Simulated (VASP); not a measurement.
Crystal: CdS (rocksalt type).

```xyz
2
Lattice="0.0000 2.5228 2.5228 2.5228 0.0000 2.5228 2.5228 2.5228 0.0000" Properties=species:S:1:pos:R:3 pbc="T T T"
Cd    0.0000    0.0000    0.0000
S     2.5228    2.5228    2.5228
```

| Property | Result |
| --- | --- |
| Program | VASP 6.6.1 |
| Task | relaxation of cell and atoms |
| Functional | LDA |
| Potentials or basis | VASP PAW LDA potentials, release 64 (Cd, S) |
| Cutoff | 600 eV |
| k mesh | 14 × 14 × 14 |
| Occupations | fermi-dirac, width 0.05 eV |
| Spin | no spin polarisation |

At the start: pressure 24.9 GPa; volume 16.06 Å³/atom.

Question: How do energy, volume and symmetry change on relaxing?

Answer: Over 19 steps the energy falls by 205.3 meV/atom and the volume is 19.17 Å³/atom (+19.4 %); space group Fm-3m (No. 225, to 0.1 Å) before and after.

Step by step:
| step | energy change (eV) | largest force (eV/Å) | pressure (GPa) | volume (Å³) |
| --- | --- | --- | --- | --- |
| 1 | 0.0000 | 0.0000 | 24.95 | 32.11 |
| 2 | -0.1543 | 0.0000 | -10.29 | 45.19 |
| 3 | -0.4104 | 0.0000 | -0.28 | 38.47 |
| 4 | -0.4105 | 0.0000 | 0.04 | 38.34 |
| 5 | -0.4105 | 0.0000 | 0.05 | 38.34 |
| 6 | -0.4105 | 0.0000 | 0.05 | 38.34 |
| 7 | -0.4105 | 0.0000 | 0.05 | 38.34 |
| 8 | -0.4105 | 0.0000 | 0.05 | 38.34 |
| 9 | -0.4105 | 0.0000 | 0.05 | 38.34 |
| 10 | -0.4105 | 0.0000 | 0.05 | 38.34 |
| 11 | -0.4105 | 0.0000 | 0.05 | 38.34 |
| 12 | -0.4105 | 0.0000 | 0.05 | 38.34 |
| 13 | -0.4105 | 0.0000 | 0.05 | 38.34 |
| 14 | -0.4105 | 0.0000 | 0.05 | 38.34 |
| 15 | -0.4105 | 0.0000 | 0.05 | 38.34 |
| 16 | -0.4105 | 0.0000 | 0.05 | 38.34 |
| 17 | -0.4105 | 0.0000 | 0.06 | 38.34 |
| 18 | -0.4105 | 0.0000 | 0.04 | 38.34 |
| 19 | -0.4105 | 0.0000 | 0.04 | 38.35 |

Final structure:
```
CELL_PARAMETERS angstrom
0.00000 2.67648 2.67648
2.67648 0.00000 2.67648
2.67648 2.67648 0.00000
ATOMIC_POSITIONS crystal
Cd 0.00000 0.00000 0.00000
S 0.50000 0.50000 0.50000
```

Caveat: the volume moved by over 15 % at a fixed basis, so the end points are rough.
